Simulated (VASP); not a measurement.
# CsSi2N3 in VASP: single point with b88 exchange, lda correlation

Aim: the single point of CsSi2N3 with b88 exchange, lda correlation.

Everything below comes from runs of VASP 6.6.1. Logs are shortened: lines on timing, memory, paths and dates and some standing lists are left out, and cuts for length are marked.

## (1) The cell of the first run

The cell holds a disordered packing, 12 atoms: a = 5.249 Å, b = 6.375 Å, c = 5.773 Å, α = 85.42°, β = 96.63°, γ = 90.46°.

## (2) Single point, b88 exchange, lda correlation

File POSCAR:

```
CsSi2N3
1.0
    5.2443390000     -0.1050060000     -0.2069220000
    0.0702530000      6.3722380000     -0.1670520000
   -0.4294100000      0.6157510000      5.7237590000
Si N Cs
4 6 2
Direct
    0.1624640000      0.7434800000      0.2841660000
    0.3695770000      0.0633260000      0.7813650000
    0.8008300000      0.7681300000      0.0317180000
    0.7253560000      0.9950450000      0.6246630000
    0.6661910000      0.2647560000      0.7896700000
    0.8107050000      0.4476280000      0.6003800000
    0.5202090000      0.2133160000      0.0530300000
    0.5849340000      0.3943420000      0.2661630000
    0.0098080000      0.0913740000      0.8507200000
    0.8282820000      0.7191240000      0.5220960000
    0.2980090000      0.5872710000      0.8005950000
    0.0864900000      0.2200630000      0.3074000000
```

File INCAR.step1:

```
SYSTEM = CsSi2N3
ALGO = Normal
EDIFF = 1E-6
ENCUT = 520
GGA = LIBXC
GGA_COMPAT = .False.
ISIF = 2
ISMEAR = -1
LASPH = .True.
LCHARG = .True.
LIBXC1 = GGA_X_B88
LIBXC2 = LDA_C_PW
LORBIT = 11
LREAL = .False.
LWAVE = .False.
NBANDS = 44
NEDOS = 2001
NELM = 120
PREC = Accurate
SIGMA = 0.1
```

File KPOINTS.step1:

```
Automatic mesh
0
Gamma
  4 3 3
  0 0 0.5
```

File INCAR.step2:

```
SYSTEM = CsSi2N3
ALGO = Normal
EDIFF = 1E-6
ENCUT = 520
GGA = LIBXC
GGA_COMPAT = .False.
ICHARG = 11
ISIF = 2
ISMEAR = -5
LASPH = .True.
LCHARG = .False.
LIBXC1 = GGA_X_B88
LIBXC2 = LDA_C_PW
LORBIT = 11
LREAL = .False.
LWAVE = .False.
NEDOS = 2001
NELM = 120
PREC = Accurate
SIGMA = 0.1
```

File KPOINTS.step2:

```
k-points
0
Gamma
  6 5 5
  0 0 0
```

Potentials or basis: VASP PAW PBE potentials, release 64 (Si, N, Cs_sv).

The run is started by

```sh
$ cat potpaw_PBE.64/Si/POTCAR potpaw_PBE.64/N/POTCAR potpaw_PBE.64/Cs_sv/POTCAR > POTCAR
$ cp INCAR.step1 INCAR
$ cp KPOINTS.step1 KPOINTS
$ mpirun -np 1 vasp_std > vasp.out
$ cp INCAR.step2 INCAR
$ cp KPOINTS.step2 KPOINTS
$ mpirun -np 1 vasp_std > vasp.out
```

OUTCAR:

```text
SYSTEM = CsSi2N3
   EDIFF = 1E-6
   ENCUT = 520
   GGA = LIBXC
   ICHARG = 11
   ISIF = 2
   ISMEAR = -5
   LASPH = .True.
   LORBIT = 11
   LREAL = .False.
   NELM = 120
   PREC = Accurate

 ion  position               nearest neighbor table
   1  0.162  0.743  0.284-   3 2.25  10 2.35  11 3.07  12 3.08
   2  0.370  0.063  0.781-   7 1.98   9 1.99   5 2.01   4 2.23  11 3.05  12 3.06   3 3.10
   3  0.801  0.768  0.032-   1 2.25   4 2.65  11 3.08   2 3.10
   4  0.725  0.995  0.625-   9 1.99  10 2.00   5 2.07   2 2.23   3 2.65  12 3.06
   5  0.666  0.265  0.790-   6 1.76   2 2.01   4 2.07
   6  0.811  0.448  0.600-  10 1.76   5 1.76
   7  0.520  0.213  0.053-   8 1.76   2 1.98
   8  0.585  0.394  0.266-   7 1.76
   9  0.010  0.091  0.851-   2 1.99   4 1.99
  10  0.828  0.719  0.522-   6 1.76   4 2.00   1 2.35
  11  0.298  0.587  0.801-   2 3.05   1 3.07   3 3.08
  12  0.086  0.220  0.307-   2 3.06   4 3.06   1 3.08

  LATTYP: Found a triclinic cell.
 ALAT       =     5.7727774366
 B/A-ratio  =     0.9093490933
 C/A-ratio  =     1.1042889662
 COS(alpha) =     0.0079525098
 COS(beta)  =     0.0798192519
 COS(gamma) =     0.1155292479

  Lattice vectors:

 A1 = (   0.4294100000,  -0.6157510000,  -5.7237590000)
 A2 = (   5.2443390000,  -0.1050060000,  -0.2069220000)
 A3 = (  -0.0702530000,  -6.3722380000,   0.1670520000)

Analysis of symmetry for initial positions (statically):
=====================================================================
 Subroutine PRICEL returns:
 Original cell was already a primitive cell.

 Routine SETGRP: Setting up the symmetry group for a
 triclinic supercell.

 Subroutine GETGRP returns: Found  1 space group operations
 (whereof  1 operations were pure point group operations)
 out of a pool of  2 trial point group operations.

The static configuration has the point symmetry C_1 .

Analysis of symmetry for dynamics (positions and initial velocities):
=====================================================================
 Subroutine PRICEL returns:
 Original cell was already a primitive cell.

 Routine SETGRP: Setting up the symmetry group for a
 triclinic supercell.

 Subroutine GETGRP returns: Found  1 space group operations
 (whereof  1 operations were pure point group operations)
 out of a pool of  2 trial point group operations.

The dynamic configuration has the point symmetry C_1 .

 Subroutine INISYM returns: Found  1 space group operations
 (whereof  1 operations are pure point group operations),
 and found     1 'primitive' translations

----------------------------------------------------------------------------------------

                                     Primitive cell

  volume of cell :     191.2766

  direct lattice vectors                    reciprocal lattice vectors
     5.244339000 -0.105006000 -0.206922000     0.191220580 -0.001727224  0.014531634
     0.070253000  6.372238000 -0.167052000     0.002476083  0.156467036 -0.016646662
    -0.429410000  0.615751000  5.723759000     0.006985161  0.004504161  0.174749855

  length of vectors
     5.249469928  6.374814427  5.772777437     0.191779722  0.157369551  0.174947397

  position of ions in fractional coordinates (direct lattice)
     0.162464000  0.743480000  0.284166000
     0.369577000  0.063326000  0.781365000
     0.800830000  0.768130000  0.031718000
     0.725356000  0.995045000  0.624663000
     0.666191000  0.264756000  0.789670000
     0.810705000  0.447628000  0.600380000
     0.520209000  0.213316000  0.053030000
     0.584934000  0.394342000  0.266163000
     0.009808000  0.091374000  0.850720000
     0.828282000  0.719124000  0.522096000
     0.298009000  0.587271000  0.800595000
     0.086490000  0.220063000  0.307400000

  ion indices of the primitive-cell ions
   primitive index   ion index
                 1           1
                 2           2
                 3           3
                 4           4
                 5           5
                 6           6
                 7           7
                 8           8
                 9           9
[... 26 lines left out ...]

 Subroutine IBZKPT returns following result:
 ===========================================

 Found     76 irreducible k-points:

 Following reciprocal coordinates:
            Coordinates               Weight
  0.000000  0.000000  0.000000      1.000000
  0.166667  0.000000 -0.000000      2.000000
  0.333333  0.000000 -0.000000      2.000000
  0.500000  0.000000 -0.000000      1.000000
 -0.000000  0.200000  0.000000      2.000000
  0.166667  0.200000  0.000000      2.000000
[... 16 lines left out ...]
  0.000000  0.200000  0.200000      2.000000
  0.166667  0.200000  0.200000      2.000000
 [... further k-points ...]
   k-points           NKPTS =     76   k-points in BZ     NKDIM =     76   number of bands    NBANDS=     39
   number of dos      NEDOS =   2001   number of ions     NIONS =     12
   total plane-waves  NPLWV =  92160
   dimension x,y,z NGX =    40 NGY =   48 NGZ =   48
   dimension x,y,z NGXF=    80 NGYF=   96 NGZF=   96
   ions per type =               4   6   2
   NGX,Y,Z   is equivalent  to a cutoff of  12.67, 12.52, 13.82 a.u.
   NGXF,Y,Z  is equivalent  to a cutoff of  25.34, 25.04, 27.65 a.u.
 SYSTEM =  CsSi2N3
   PREC   = accura    normal or accurate (medium, high low for compatibility)
   ISTART =      0    job   : 0-new  1-cont  2-samecut
   ICHARG =     11    charge: 1-file 2-atom 10-const
   ISPIN  =      1    spin polarized calculation?
   LNONCOLLINEAR =      F non collinear calculations
   LSORBIT =      F    spin-orbit coupling
   LASPH  =      T    aspherical Exc in radial PAW
   ENCUT  =  520.0 eV  38.22 Ry    6.18 a.u.   9.76 11.85 10.73*2*pi/ulx,y,z
   NELM   =    120;   NELMIN=  2; NELMDL=  0     # of ELM steps
   EDIFF  = 0.1E-05   stopping-criterion for ELM
   LREAL  =      F    real-space projection
   EDIFFG = 0.1E-04   stopping-criterion for IOM
   NSW    =      0    number of steps for IOM
   IBRION =     -1    ionic relax: 0-MD 1-quasi-New 2-CG
   NFREE  =      0    steps in history (QN), initial steepest desc. (CG)
   ISIF   =      2    stress and relaxation
   ISYM   =      2    0-nonsym 1-usesym 2-fastsym
   POTIM  = 0.5000    time-step for ionic-motion
   TEBEG  =    0.0;   TEEND  =   0.0 temperature during run
   PSTRESS=    0.0 pullay stress
   NELECT =      64.0000    total number of electrons
   NUPDOWN=      -1.0000    fix difference up-down
   EMIN   =  10.00;   EMAX   =-10.00  energy-range for DOS
   EFERMI =   0.00;   METHOD = LEGACY
   ISMEAR =    -5;   SIGMA  =   0.10  broadening in eV -4-tet -1-fermi 0-gaus
   EFERMI_NEDOS =   21; number of points for ismear=-14 and -15
   IALGO  =     38    algorithm
   IMIX   =      4    mixing-type and parameters
     AMIX     =   0.40;   BMIX     =  1.00
     AMIX_MAG =   1.60;   BMIX_MAG =  1.00
  volume/ion in A,a.u.               =      15.94       107.57
  Fermi-wavevector in a.u.,A,eV,Ry     =   1.136530  2.147730 17.574651  1.291700
  Thomas-Fermi vector in A             =   2.273235
   LORBIT       =     11    0 simple, 1 ext, 2 COOP (PROOUT), +10 PAW based schemes
   GGA     = LIBXC    functional components
   LHFCALC =     F    Hartree Fock is set to
   AEXX    =    0.0000 exact exchange contribution
   IVDW    =     0    specifies the selected vdW correction
   LEPSILON=     F    determine dielectric tensor
   LRPA    =     F    only Hartree local field effects (RPA)
 non-spin polarized calculation
 Fermi weights with tetrahedron method with Bloechl corrections
  energy-cutoff  :      520.00
  volume of cell :      191.28
 maximum number of plane-waves:      5179

 number of electron      64.0000000 magnetization

 Free energy of the ion-electron system (eV)
  ---------------------------------------------------
  ext. energy  EPLUGINS =         0.00000000
  ---------------------------------------------------
  free energy    TOTEN  =       -44.74757414 eV

  energy without entropy =      -44.74757414  energy(sigma->0) =      -44.74757414

 E-fermi :   4.7726     XC(G=0):  -9.9683

 val. band max:        4.8093928885   @ k =  -0.1667   0.0000   0.2000
 cond. band min:       4.7565753534   @ k =   0.1667   0.4000   0.0000
 fundamental gap:     -0.0528175351
 Fermi energy:         4.7725846566

 k-point     1 :       0.0000    0.0000    0.0000
  band No.  band energies     occupation
      1     -16.6457      2.00000
      2     -16.3406      2.00000
      3     -12.8668      2.00000
      4     -10.9259      2.00000
      5     -10.0360      2.00000
      6      -9.2468      2.00000
[... 997 lines left out ...]
     38       6.7673      0.00000
     39       6.8533      0.00000

 [... further k-points ...]

------------------------ aborting loop because EDIFF is reached ----------------------------------------

  FORCE on cell =-STRESS in cart. coord.  units (eV):
  Direction    XX          YY          ZZ          XY          YZ          ZX
  --------------------------------------------------------------------------------------
  -------------------------------------------------------------------------------------
  Total       13.4235977      9.1045398      8.3407933     -6.8426893     -2.7276148      3.5972457
  in kB      112.4391957     76.2617564     69.8644364    -57.3159671    -22.8471398     30.1313720
  external PRESSURE =      86.1884628 kB  Pullay stress =       0.0000000 kB

 VOLUME and BASIS-vectors are now :
 -----------------------------------------------------------------------------
  energy-cutoff  :      520.00
  volume of cell :      191.28
      direct lattice vectors                 reciprocal lattice vectors
     5.244339000 -0.105006000 -0.206922000     0.191220580 -0.001727224  0.014531634
     0.070253000  6.372238000 -0.167052000     0.002476083  0.156467036 -0.016646662
    -0.429410000  0.615751000  5.723759000     0.006985161  0.004504161  0.174749855

 POSITION                                       TOTAL-FORCE (eV/Angst)
 -----------------------------------------------------------------------------------
      0.78222      4.89555      1.46868        -0.775652     -0.029407      0.985106
      1.60711      0.84585      4.38529        -1.759408      1.876268      3.304323
      4.24017      4.83015     -0.11248        -0.353695      0.851402      0.509844
      3.60568      6.64913      3.25910         2.506376     -1.681160      0.921747
      3.17324      2.10337      4.33780        -1.550545      0.629336     -0.282924
      4.02525      3.13695      3.19390        -1.003846      1.332116     -0.194355
      2.72037      1.33733      0.16025         1.859317      1.891963      0.318038
      2.98100      2.61531      1.33654        -0.787574     -1.634759     -2.287713
     -0.30745      1.10506      4.85202         1.908183     -3.033205     -2.200710
      4.17012      4.81694      2.69683         0.020787     -0.082196     -0.189234
      1.26033      4.20391      4.42264        -0.058559     -1.035575     -0.169234
      0.33704      1.58249      1.70482        -0.005385      0.915215     -0.714887
 -----------------------------------------------------------------------------------
    total drift:                                0.087995     -0.065296     -0.017424

  FREE ENERGIE OF THE ION-ELECTRON SYSTEM (eV)
  ---------------------------------------------------
  free  energy   TOTEN  =       -44.7475741430 eV

  energy  without entropy=      -44.7475741430  energy(sigma->0) =      -44.74757414

 total charge

# of ion       s       p       d       tot
------------------------------------------
    1        0.930   0.696   0.000   1.626
    2        0.810   0.748   0.000   1.558
    3        0.914   0.682   0.000   1.596
    4        0.788   0.730   0.000   1.517
    5        1.334   2.215   0.000   3.549
    6        1.366   2.072   0.000   3.438
    7        1.312   2.207   0.000   3.519
    8        1.364   2.043   0.000   3.407
    9        1.329   2.260   0.000   3.589
   10        1.307   2.227   0.000   3.534
   11        1.844   4.708   0.144   6.696
   12        1.846   4.679   0.144   6.669
--------------------------------------------------
tot         15.143  25.266   0.289  40.698
```

It took 4.2 min on 1 thread of Intel Xeon 6975P-C (Granite Rapids), shared host; peak memory 0.57 GiB.

Results:

- Valence electrons inside the program's atomic spheres: Si 1.63, 1.56, 1.60, 1.52; N 3.55, 3.44, 3.52, 3.41, 3.59, 3.53; Cs 6.70, 6.67

Caveat: the k points lie up to 0.37 Å⁻¹ apart; the PAW data sets were made with another functional, which shifts forces and pressure a little; spin-orbit coupling is left out, which moves the levels of the heavy elements; tetrahedron occupations give inexact forces and stress in metals.
